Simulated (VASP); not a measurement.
Input of a VASP 6.6.1 run:

The input INCAR:

```
SYSTEM = W
ALGO = Normal
EDIFF = 1E-8
ENCUT = 400
GGA = PS
GGA_COMPAT = .FALSE.
ISIF = 2
ISMEAR = -1
LASPH = .TRUE.
LCHARG = .FALSE.
LEFG = .TRUE.
LREAL = .FALSE.
LWAVE = .FALSE.
NBANDS = 13
NELM = 120
PREC = Accurate
SIGMA = 0.05
```

Contents of KPOINTS:

```
k-points
0
G
  14 14 14
  0 0 0
```

POSCAR

```
W
1.0
    0.0000000000      1.9894000000      2.0300000000
    1.9894000000      0.0000000000      2.0300000000
    1.9894000000      1.9894000000      0.0000000000
W
1
Direct
    0.0000000000      0.0000000000      0.0000000000
```

Potentials or basis: VASP PAW PBE potentials, release 64 (W_sv).

The run is started by

```console
$ cat potpaw_PBE.64/W_sv/POTCAR > POTCAR
$ mpirun -np 1 vasp_std > vasp.out
```

What does it give for the band gap on the k mesh?

Zero (band 7 reaches 13.93 eV, above the bottom of band 8 at 10.11 eV).

What does it give for the pressure?

-1.0 GPa.

Stress tensor (GPa, compression positive):
```
-3.02  0.00  0.00
 0.00 -3.02  0.00
 0.00  0.00  3.06
```

Caveat: the cell differs from its parent crystal (equal xx and yy strain of -2 %); without QUAD_EFG the Cq values of the log hold for a quadrupole moment of 1 mb, not for the nuclei; the PAW data sets were made with another functional, which shifts forces and pressure a little; spin-orbit coupling is left out, which moves the levels of the heavy elements.
